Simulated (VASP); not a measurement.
# CaHg2Ge2 (I4/mmm) in VASP: single point with PBE

Aim: the single point of CaHg2Ge2 with PBE.

Program: VASP 6.6.1. These are calculated values, not measurements. Logs are shortened: lines on timing, memory, paths and dates and some standing lists are left out, and cuts for length are marked.

### 1 The cell of the first run

Symmetry: I4/mmm, No. 139, tetragonal system. The conventional cell has a = 4.518 Å, b = 4.518 Å, c = 11.644 Å, α = 90.00°, β = 90.00°, γ = 90.00°. Ge (site symmetry 4mm) has 1 Ge at 2.65 Å and 4 Hg at 2.76 Å and 4 Ca at 3.46 Å within 3.5 Å. Within 4.6 Å of Ca (site symmetry 4/mmm) lie 10 Ge at 3.46 to 4.49 Å and 8 Hg at 3.68 Å and 4 Ca at 4.52 Å. Hg (site symmetry -4m2) has 4 Ge at 2.76 Å and 4 Hg at 3.19 Å and 4 Ca at 3.68 Å within 3.7 Å.

### 2 Single point, PBE

File INCAR:

```
PREC = Accurate
ENCUT = 520
EDIFF = 1E-6
ISMEAR = -1
SIGMA = 0.1
LREAL = False
LASPH = True
NELM = 60
ALGO = Normal
ISIF = 2
LWAVE = False
LCHARG = False
GGA = PE
NBANDS = 39
```

File KPOINTS:

```
Automatic mesh
0
Gamma
  8 8 8
```

File POSCAR:

```
CaHg2Ge2
1.0
    0.0000000000      4.5179470000      0.0000000000
    4.5179470000      0.0000000000      0.0000000000
    2.2589740000      2.2589740000     -5.8218210000
Ge Ca Hg
2 1 2
Direct
    0.3860000000      0.3860000000      0.2280000000
    0.6140000000      0.6140000000      0.7720000000
    0.0000000000      0.0000000000      0.0000000000
    0.7500000000      0.2500000000      0.5000000000
    0.2500000000      0.7500000000      0.5000000000
```

Potentials or basis: VASP PAW PBE potentials, release 64 (Ge_d, Ca_sv, Hg).

Launch:

```sh
cat potpaw_PBE.64/Ge_d/POTCAR potpaw_PBE.64/Ca_sv/POTCAR potpaw_PBE.64/Hg/POTCAR > POTCAR
mpirun -np 1 vasp_std > vasp.out
```

OUTCAR:

```text
PREC = Accurate
   ENCUT = 520
   EDIFF = 1E-6
   ISMEAR = -1
   LREAL = False
   LASPH = True
   NELM = 60
   ISIF = 2
   GGA = PE

 ion  position               nearest neighbor table
   1  0.386  0.386  0.228-   2 2.65   5 2.76   4 2.76   4 2.76   5 2.76
   2  0.614  0.614  0.772-   1 2.65   4 2.76   5 2.76   4 2.76   5 2.76
   3  0.000  0.000  0.000-
   4  0.750  0.250  0.500-   1 2.76   2 2.76   2 2.76   1 2.76   5 3.19   5 3.19   5 3.19   5 3.19

   5  0.250  0.750  0.500-   1 2.76   2 2.76   2 2.76   1 2.76   4 3.19   4 3.19   4 3.19   4 3.19

  LATTYP: Found a body centered tetragonal cell.
 ALAT       =     4.5179470000
 C/A-ratio  =     2.5771975634

  Lattice vectors:

 A1 = (  -2.2589740000,   2.2589730000,   5.8218210000)
 A2 = (   2.2589730000,  -2.2589740000,   5.8218210000)
 A3 = (   2.2589740000,   2.2589740000,  -5.8218210000)

Analysis of symmetry for initial positions (statically):
=====================================================================
 Subroutine PRICEL returns:
 Original cell was already a primitive cell.

 Routine SETGRP: Setting up the symmetry group for a
 body centered tetragonal supercell.

 Subroutine GETGRP returns: Found 16 space group operations
 (whereof 16 operations were pure point group operations)
 out of a pool of 16 trial point group operations.

The static configuration has the point symmetry D_4h.

Analysis of symmetry for dynamics (positions and initial velocities):
=====================================================================
 Subroutine PRICEL returns:
 Original cell was already a primitive cell.

 Routine SETGRP: Setting up the symmetry group for a
 body centered tetragonal supercell.

 Subroutine GETGRP returns: Found 16 space group operations
 (whereof 16 operations were pure point group operations)
 out of a pool of 16 trial point group operations.

The dynamic configuration has the point symmetry D_4h.

 Subroutine INISYM returns: Found 16 space group operations
 (whereof 16 operations are pure point group operations),
 and found     1 'primitive' translations

----------------------------------------------------------------------------------------

                                     Primitive cell

  volume of cell :     118.8341

  direct lattice vectors                    reciprocal lattice vectors
     0.000000000  4.517947000  0.000000000     0.000000000  0.221339471  0.085883800
     4.517947000  0.000000000  0.000000000     0.221339471  0.000000000  0.085883800
     2.258974000  2.258974000 -5.821821000     0.000000000  0.000000000 -0.171767562

  length of vectors
     4.517947000  4.517947000  6.640747460     0.237417751  0.237417751  0.171767562

  position of ions in fractional coordinates (direct lattice)
     0.386000000  0.386000000  0.228000000
     0.614000000  0.614000000  0.772000000
     0.000000000  0.000000000  0.000000000
     0.750000000  0.250000000  0.500000000
     0.250000000  0.750000000  0.500000000

  ion indices of the primitive-cell ions
   primitive index   ion index
                 1           1
                 2           2
                 3           3
                 4           4
                 5           5

----------------------------------------------------------------------------------------

 KPOINTS: Automatic mesh

Automatic generation of k-mesh.
 Grid dimensions read from file:
 generate k-points for:    8    8    8

 Generating k-lattice:

  Cartesian coordinates                     Fractional coordinates (reciprocal lattice)
     0.000000000  0.027667434  0.010735475     0.125000000  0.000000000  0.000000000
     0.027667434  0.000000000  0.010735475     0.000000000  0.125000000  0.000000000
     0.000000000  0.000000000 -0.021470945     0.000000000  0.000000000  0.125000000

  Length of vectors
     0.029677219  0.029677219  0.021470945

  Shift w.r.t. Gamma in fractional coordinates (k-lattice)
     0.000000000  0.000000000  0.000000000

 Subroutine IBZKPT returns following result:
 ===========================================

 Found     59 irreducible k-points:

 Following reciprocal coordinates:
            Coordinates               Weight
  0.000000  0.000000  0.000000      1.000000
  0.125000  0.000000  0.000000      8.000000
  0.250000  0.000000  0.000000      8.000000
  0.375000  0.000000  0.000000      8.000000
  0.500000  0.000000  0.000000      4.000000
  0.125000  0.125000  0.000000      8.000000
[... 16 lines left out ...]
  0.250000  0.000000  0.125000      4.000000
  0.375000  0.000000  0.125000      8.000000
 [... further k-points ...]
   k-points           NKPTS =     59   k-points in BZ     NKDIM =     59   number of bands    NBANDS=     39
   number of dos      NEDOS =    301   number of ions     NIONS =      5
   total plane-waves  NPLWV =  64800
   dimension x,y,z NGX =    36 NGY =   36 NGZ =   50
   dimension x,y,z NGXF=    72 NGYF=   72 NGZF=  100
   ions per type =               2   1   2
   NGX,Y,Z   is equivalent  to a cutoff of  13.25, 13.25, 12.52 a.u.
   NGXF,Y,Z  is equivalent  to a cutoff of  26.49, 26.49, 25.03 a.u.
 SYSTEM =  unknown system
   PREC   = accura    normal or accurate (medium, high low for compatibility)
   ISTART =      0    job   : 0-new  1-cont  2-samecut
   ICHARG =      2    charge: 1-file 2-atom 10-const
   ISPIN  =      1    spin polarized calculation?
   LNONCOLLINEAR =      F non collinear calculations
   LSORBIT =      F    spin-orbit coupling
   LASPH  =      T    aspherical Exc in radial PAW
   ENCUT  =  520.0 eV  38.22 Ry    6.18 a.u.   8.40  8.40 12.35*2*pi/ulx,y,z
   NELM   =     60;   NELMIN=  2; NELMDL= -5     # of ELM steps
   EDIFF  = 0.1E-05   stopping-criterion for ELM
   LREAL  =      F    real-space projection
   EDIFFG = 0.1E-04   stopping-criterion for IOM
   NSW    =      0    number of steps for IOM
   IBRION =     -1    ionic relax: 0-MD 1-quasi-New 2-CG
   NFREE  =      0    steps in history (QN), initial steepest desc. (CG)
   ISIF   =      2    stress and relaxation
   ISYM   =      2    0-nonsym 1-usesym 2-fastsym
   POTIM  = 0.5000    time-step for ionic-motion
   TEBEG  =    0.0;   TEEND  =   0.0 temperature during run
   PSTRESS=    0.0 pullay stress
   NELECT =      62.0000    total number of electrons
   NUPDOWN=      -1.0000    fix difference up-down
   EMIN   =  10.00;   EMAX   =-10.00  energy-range for DOS
   EFERMI =   0.00;   METHOD = LEGACY
   ISMEAR =    -1;   SIGMA  =   0.10  broadening in eV -4-tet -1-fermi 0-gaus
   EFERMI_NEDOS =   21; number of points for ismear=-14 and -15
   IALGO  =     38    algorithm
   IMIX   =      4    mixing-type and parameters
     AMIX     =   0.40;   BMIX     =  1.00
     AMIX_MAG =   1.60;   BMIX_MAG =  1.00
  volume/ion in A,a.u.               =      23.77       160.39
  Fermi-wavevector in a.u.,A,eV,Ry     =   1.317928  2.490523 23.632425  1.736934
  Thomas-Fermi vector in A             =   2.447934
   LORBIT       =      0    0 simple, 1 ext, 2 COOP (PROOUT), +10 PAW based schemes
   GGA     = PE    functional components
   LHFCALC =     F    Hartree Fock is set to
   AEXX    =    0.0000 exact exchange contribution
   IVDW    =     0    specifies the selected vdW correction
   LEPSILON=     F    determine dielectric tensor
   LRPA    =     F    only Hartree local field effects (RPA)
 non-spin polarized calculation
  energy-cutoff  :      520.00
  volume of cell :      118.83
 maximum number of plane-waves:      3246
 NGX is ok and might be reduce to    36
   NGX = 17   NGY = 17   NGZ = 25

 number of electron      61.9999993 magnetization

 Free energy of the ion-electron system (eV)
  ---------------------------------------------------
  ext. energy  EPLUGINS =         0.00000000
  ---------------------------------------------------
  free energy    TOTEN  =       -11.94957366 eV

  energy without entropy =      -11.88990067  energy(sigma->0) =      -11.91973717

 E-fermi :   4.4677     XC(G=0): -10.2187

 val. band max:        4.4507041522   @ k =   0.3750   0.3750   0.0000
 cond. band min:       4.5390582309   @ k =   0.0000   0.0000   0.1250
 fundamental gap:      0.0883540787
 Fermi energy:         4.4676577227

 k-point     1 :       0.0000    0.0000    0.0000
  band No.  band energies     occupation
      1     -37.8026      2.00000
      2     -20.3706      2.00000
      3     -20.3257      2.00000
      4     -20.3257      2.00000
      5     -20.2812      2.00000
      6     -20.2807      2.00000
[... 31 lines left out ...]
     38       7.9153      0.00000
     39       7.9153      0.00000

 k-point     2 :       0.1250    0.0000    0.0000
  band No.  band energies     occupation
      1     -37.8025      2.00000
      2     -20.3706      2.00000
      3     -20.3259      2.00000
      4     -20.3257      2.00000
      5     -20.2812      2.00000
      6     -20.2807      2.00000
[... 31 lines left out ...]
     38       7.8623      0.00000
     39       8.1919      0.00000

 k-point     3 :       0.2500    0.0000    0.0000
  band No.  band energies     occupation
      1     -37.8023      2.00000
      2     -20.3705      2.00000
      3     -20.3261      2.00000
      4     -20.3257      2.00000
      5     -20.2812      2.00000
      6     -20.2807      2.00000
[... 31 lines left out ...]
     38       7.7209      0.00000
     39       7.7359      0.00000

 k-point     4 :       0.3750    0.0000    0.0000
  band No.  band energies     occupation
      1     -37.8021      2.00000
      2     -20.3703      2.00000
      3     -20.3264      2.00000
      4     -20.3257      2.00000
      5     -20.2814      2.00000
      6     -20.2806      2.00000
[... 31 lines left out ...]
     38       8.0529      0.00000
     39       8.5496      0.00000
[... 754 lines left out ...]
     38       7.8553      0.00000
     39       7.8553      0.00000

 k-point    23 :       0.2500    0.0000    0.1250
  band No.  band energies     occupation
      1     -37.8023      2.00000
      2     -20.3704      2.00000
      3     -20.3261      2.00000
      4     -20.3256      2.00000
      5     -20.2810      2.00000
      6     -20.2809      2.00000
[... 31 lines left out ...]
     38       7.7823      0.00000
     39       8.3077      0.00000

 k-point    24 :       0.3750    0.0000    0.1250
  band No.  band energies     occupation
      1     -37.8021      2.00000
      2     -20.3703      2.00000
      3     -20.3264      2.00000
      4     -20.3256      2.00000
      5     -20.2813      2.00000
      6     -20.2807      2.00000
[... 31 lines left out ...]
     38       8.1800      0.00000
     39       8.2101      0.00000

 [... further k-points ...]

------------------------ aborting loop because EDIFF is reached ----------------------------------------

  FORCE on cell =-STRESS in cart. coord.  units (eV):
  Direction    XX          YY          ZZ          XY          YZ          ZX
  --------------------------------------------------------------------------------------
  -------------------------------------------------------------------------------------
  Total        2.3617627      2.3617627      0.3346962      0.0000000     -0.0000000     -0.0000000
  in kB       31.8423957     31.8423957      4.5125318      0.0000000     -0.0000004     -0.0000004
  external PRESSURE =      22.7324411 kB  Pullay stress =       0.0000000 kB

 VOLUME and BASIS-vectors are now :
 -----------------------------------------------------------------------------
  energy-cutoff  :      520.00
  volume of cell :      118.83
      direct lattice vectors                 reciprocal lattice vectors
     0.000000000  4.517947000  0.000000000     0.000000000  0.221339471  0.085883800
     4.517947000  0.000000000  0.000000000     0.221339471  0.000000000  0.085883800
     2.258974000  2.258974000 -5.821821000     0.000000000  0.000000000 -0.171767562

 POSITION                                       TOTAL-FORCE (eV/Angst)
 -----------------------------------------------------------------------------------
      2.25897      2.25897     -1.32738        -0.000000     -0.000000      1.121697
      4.51795      4.51795     -4.49445         0.000000      0.000000     -1.121697
      0.00000      0.00000      0.00000         0.000000     -0.000000     -0.000000
      2.25897      4.51795     -2.91091        -0.000000      0.000000     -0.000000
      4.51795      2.25897     -2.91091        -0.000000      0.000000      0.000000
 -----------------------------------------------------------------------------------
    total drift:                                0.000000      0.000000     -0.000000

  FREE ENERGIE OF THE ION-ELECTRON SYSTEM (eV)
  ---------------------------------------------------
  free  energy   TOTEN  =       -11.9495736638 eV

  energy  without entropy=      -11.8899006738  energy(sigma->0) =      -11.91973717
```

It took 7.2 min on 1 thread of AMD EPYC, shared host; peak memory 0.38 GiB.

What came out:

| Quantity | Value |
| --- | --- |
| Free energy | -11.9496 eV |
| Pressure | 2.3 GPa |
| Largest force | 1.122 eV/Å |
| Band gap on the k mesh | zero (bands 31 and 32 overlap by 0.95 eV) |

Forces on the atoms (eV/Å):
```
Ge   0.000  0.000  1.122
Ge   0.000  0.000 -1.122
Ca   0.000  0.000  0.000
Hg   0.000  0.000  0.000
Hg   0.000  0.000  0.000
```

Stress tensor (GPa, compression positive):
```
3.18 0.00 0.00
0.00 3.18 0.00
0.00 0.00 0.45
```

Caveat: spin-orbit coupling is left out, which moves the levels of the heavy elements; forces of over 1 eV/Å act on the atoms, so gaps and moduli don't describe the material at rest.
